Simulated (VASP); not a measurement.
A run of VASP 6.6.1 is set up as follows.

Contents of POSCAR:

```
BP
1.0
    0.0000000000      2.2683155501      2.2683155501
    2.2683155501      0.0000000000      2.2683155501
    2.2683155501      2.2683155501      0.0000000000
B P
1 1
Direct
    0.0000000000      0.0000000000      0.0000000000
    0.2500000000      0.2500000000      0.2500000000
```

Contents of INCAR.step1:

```
SYSTEM = BP
PREC = Accurate ; ENCUT = 500
EDIFF = 1E-8 ; ISMEAR = 0
SIGMA = 0.01 ; LREAL = .False.
LASPH = .True. ; NELM = 80
ALGO = Normal ; LWAVE = .True.
LCHARG = .False. ; GGA = PE
```

INCAR.step2

```
SYSTEM = BP
PREC = Accurate ; ENCUT = 500
EDIFF = 1E-8 ; ISMEAR = 0
SIGMA = 0.01 ; LREAL = .False.
LASPH = .True. ; NELM = 1
ALGO = Exact ; LWAVE = .True.
LCHARG = .False. ; GGA = PE
NBANDS = 64 ; LOPTICS = .True.
ISTART = 1
```

Contents of INCAR.step3:

```
SYSTEM = BP
PREC = Accurate ; ENCUT = 500
EDIFF = 1E-8 ; ISMEAR = 0
SIGMA = 0.01 ; LREAL = .False.
LASPH = .True. ; ALGO = EVGW0
LWAVE = .False. ; LCHARG = .False.
GGA = PE ; NELMGW = 1
NBANDS = 64 ; ENCUTGW = 80.0
NOMEGA = 48 ; PRECFOCK = Fast
ISTART = 1 ; NBANDSGW = 12
```

KPOINTS

```
regular mesh
0
Gamma
  4 4 4
  0 0 0
```

Potentials or basis: VASP PAW PBE potentials, release 64 (B_GW, P_GW).

The run is started by

```console
$ cat potpaw_PBE.64/B_GW/POTCAR potpaw_PBE.64/P_GW/POTCAR > POTCAR
$ cp INCAR.step1 INCAR
$ mpirun -np 1 vasp_std > vasp.out
$ cp INCAR.step2 INCAR
$ mpirun -np 1 vasp_std > vasp.out
$ cp INCAR.step3 INCAR
$ mpirun -np 1 vasp_std > vasp.out
```

(1) Estimate the quasiparticle gap.

(2) What does it give for the least direct quasiparticle gap?

(3) Predict the band gap on the k mesh, mean-field level.

Results:

(1) 1.77 eV.

(2) 4.15 eV.

(3) 1.31 eV, indirect (least direct gap 3.39 eV).

Caveat: the k points lie up to 0.60 Å⁻¹ apart; bands, screening cutoff and mesh are small and nothing is extrapolated, so the quasiparticle values aren't converged.
